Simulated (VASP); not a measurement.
Wanted: the native input for a VASP 6.6.1 run.

```yaml
Task: single point
Functional: PBEsol
Potentials_or_basis: VASP PAW PBE potentials, release 64 (Ba_sv, I, O, Re)
Cutoff: 520 eV
k_mesh: 7 × 7 × 7
Occupations: methfessel-paxton, width 0.2113 eV
Spin: no spin polarisation
Dipole_correction: no
Further_INCAR_settings: ALGO = Normal; EDIFF = 1e-06; NBANDS = 46
```

The structure of Ba2ReIO6 lies in POSCAR:

```
Ba2ReIO6
1.0
    0.0000000000      4.2936740000      4.2936740000
    4.2936740000      0.0000000000      4.2936740000
    4.2936740000      4.2936740000      0.0000000000
Ba I O Re
2 1 6 1
Direct
    0.2500000000      0.2500000000      0.2500000000
    0.7500000000      0.7500000000      0.7500000000
    0.5000000000      0.5000000000      0.5000000000
    0.7500000000      0.2500000000      0.2500000000
    0.2500000000      0.7500000000      0.2500000000
    0.2500000000      0.7500000000      0.7500000000
    0.7500000000      0.2500000000      0.7500000000
    0.2500000000      0.2500000000      0.7500000000
    0.7500000000      0.7500000000      0.2500000000
    0.0000000000      0.0000000000      0.0000000000
```

One way to write it, as run:

INCAR

```
SYSTEM = Ba2ReIO6
ALGO = Normal
EDIFF = 1E-6
ENCUT = 520
GGA = PS
ISIF = 2
ISMEAR = 1
LASPH = .TRUE.
LCHARG = .TRUE.
LELF = .TRUE.
LREAL = .FALSE.
LVHAR = .TRUE.
LWAVE = .FALSE.
NBANDS = 46
NELM = 60
PREC = Accurate
SIGMA = 0.2113
```

KPOINTS

```
k-points
0
G
  7 7 7
  0 0 0
```

Potentials or basis: VASP PAW PBE potentials, release 64 (Ba_sv, I, O, Re).

Run with:

```console
$ cat potpaw_PBE.64/Ba_sv/POTCAR potpaw_PBE.64/I/POTCAR potpaw_PBE.64/O/POTCAR potpaw_PBE.64/Re/POTCAR > POTCAR
$ mpirun -np 1 vasp_std > vasp.out
```

Results of the run:

| Quantity | Value |
| --- | --- |
| Pressure | -11.2 GPa |
| Band gap on the k mesh | zero (bands 35 and 36 overlap by 0.72 eV) |

Caveat: the cell stands under tension; the PAW data sets were made with another functional, which shifts forces and pressure a little; spin-orbit coupling is left out, which moves the levels of the heavy elements.

Wall time 3.9 min on 1 thread of Intel(R) Xeon(R) Platinum 8375C CPU @ 2.90GHz (Ice Lake), with other jobs on the host, peak memory 0.42 GiB.
